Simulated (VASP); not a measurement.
Crystal: KF (rocksalt type).

```xyz
2
Lattice="0.0000 2.2416 2.2416 2.2416 0.0000 2.2416 2.2416 2.2416 0.0000" Properties=species:S:1:pos:R:3 pbc="T T T"
K     0.0000    0.0000    0.0000
F     2.2416    2.2416    2.2416
```

- Program: VASP 6.6.1
- Task: relaxation of cell and atoms
- Functional: PBE
- Potentials or basis: VASP PAW PBE potentials, release 64 (K_sv, F)
- Cutoff: 600 eV
- k mesh: 16 × 16 × 16
- Occupations: fermi-dirac, width 0.08 eV
- Spin: no spin polarisation

At the start: pressure 68.3 GPa; volume 11.26 Å³/atom.

**Question.** Where does the relaxation end?

**Answer.** Over 4 steps the energy falls by 1023.7 meV/atom and the volume is 18.66 Å³/atom (+65.7 %); space group Fm-3m (No. 225, to 0.1 Å) before and after.

The path:
```csv
step,energy change (eV),largest force (eV/Å),pressure (GPa),volume (Å³)
1,0.0000,0.0000,68.28,22.53
2,-1.9509,0.0000,-6.15,42.08
3,-2.0394,0.0000,2.05,36.03
4,-2.0474,0.0000,-0.02,37.32
```

Final structure:
```yaml
crystal:
  lattice:
    - [0.00000, 2.65236, 2.65236]
    - [2.65236, 0.00000, 2.65236]
    - [2.65236, 2.65236, 0.00000]
  atoms:
    - { symbol: K, position: [0.00000, 0.00000, 0.00000] }
    - { symbol: F, position: [0.50000, 0.50000, 0.50000] }
```

Caveat: the volume moved by over 15 % at a fixed basis, so the end points are rough.
